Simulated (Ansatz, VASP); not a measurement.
## Ca in VASP and in Ansatz

```
Ca
1.0
     3.92621    0.00000    0.00000
    -1.96310    3.40020    0.00000
     0.00000    0.00000    6.43188
Ca
2
Direct
  0.33333 0.66667 0.25000
  0.66667 0.33333 0.75000
```

Change from the starting cell: functional pbesol, volume scaled by 0.96, PAW files.

Alike in both runs: task electric field gradients; functional PBEsol; k mesh 10 × 10 × 5; occupations fermi-dirac, width 0.08 eV; no spin polarisation.

|  | VASP | Ansatz |
| --- | --- | --- |
| version | VASP 6.6.1 | Ansatz 0.2.0 |
| potentials or method | VASP PAW PBE potentials, release 64 (Ca_sv) | PAW with Ansatz's default frozen-core files, scalar-relativistic |
| plane-wave cutoff (eV) | 520 | 420 |
| valence electrons in the cell | 20 | 20 |

|  | VASP | Ansatz | Ansatz less VASP |
| --- | --- | --- | --- |
| pressure (GPa) | -0.8 | -0.8 | -0.01 |
| traceless stress, the component that is largest in VASP (GPa) | 0.19 | 0.18 | -0.002 |
| size of Vzz on the site where it differs most (V/Å²) | 4.2 | 4.1 | -0.11 |

VASP's potentials were made for PBE, not for PBEsol.
